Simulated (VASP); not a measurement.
Write the native input for VASP 6.6.1 that does the following.

- Task: single point
- Functional: r2SCAN
- Potentials or basis: VASP PAW PBE potentials, release 64 (B, N)
- Cutoff: 520 eV
- k mesh: 12 × 12 × 12
- Occupations: gaussian, width 0.05 eV
- Spin: no spin polarisation
- Dipole correction: no
- Further INCAR settings: ALGO = Normal; EDIFF = 1e-06; NBANDS = 11

BN:

```xyz
2
Lattice="0.0000 1.8048 1.8048 1.8048 0.0000 1.8048 1.8048 1.8048 0.0000" Properties=species:S:1:pos:R:3 pbc="T T T"
B     0.0000    0.0000    0.0375
N     2.7072    2.7072    2.7072
```

This cell differs from its parent crystal: all B atoms moved +0.037 Å, as atom 1 along Cartesian [0 0 1].

The input as run:

POSCAR

```
BN
1.0
    0.0000000000      1.8048137558      1.8048137558
    1.8048137558      0.0000000000      1.8048137558
    1.8048137558      1.8048137558      0.0000000000
B N
1 1
Direct
    0.0103888836      0.0103888836     -0.0103888836
    0.7500000000      0.7500000000      0.7500000000
```

INCAR.step1

```
SYSTEM = BN
ALGO = Normal
EDIFF = 1E-4
ENCUT = 520
GGA = PE
ISMEAR = 0
LASPH = .True.
LCHARG = .False.
LREAL = .False.
LWAVE = .True.
NBANDS = 11
NELM = 80
PREC = Accurate
SIGMA = 0.05
```

INCAR.step2

```
SYSTEM = BN
ALGO = Normal
EDIFF = 1E-6
ENCUT = 520
ISIF = 2
ISMEAR = 0
ISTART = 1
LASPH = .True.
LCHARG = .False.
LMIXTAU = .True.
LREAL = .False.
LWAVE = .False.
METAGGA = R2SCAN
NBANDS = 11
NELM = 80
PREC = Accurate
SIGMA = 0.05
```

KPOINTS

```
k-points
0
Gamma
  12 12 12
  0 0 0
```

Potentials or basis: VASP PAW PBE potentials, release 64 (B, N).

Run with:

```bash
$ cat potpaw_PBE.64/B/POTCAR potpaw_PBE.64/N/POTCAR > POTCAR
$ cp INCAR.step1 INCAR
$ mpirun -np 1 vasp_std > vasp.out
$ cp INCAR.step2 INCAR
$ mpirun -np 1 vasp_std > vasp.out
```

Results of the run:

The pressure is 1.6 GPa, the largest force is 0.916 eV/Å and the band gap on the k mesh is 4.63 eV, indirect (least direct gap 8.98 eV).

Caveat: the cell differs from its parent crystal (all B atoms moved +0.037 Å, as atom 1 along Cartesian [0 0 1]); the PAW data sets were made with another functional, which shifts forces and pressure a little.

Run time: 52 s on 1 thread of Intel(R) Xeon(R) 6975P-C (Granite Rapids), on a shared host, peak memory 0.14 GiB.
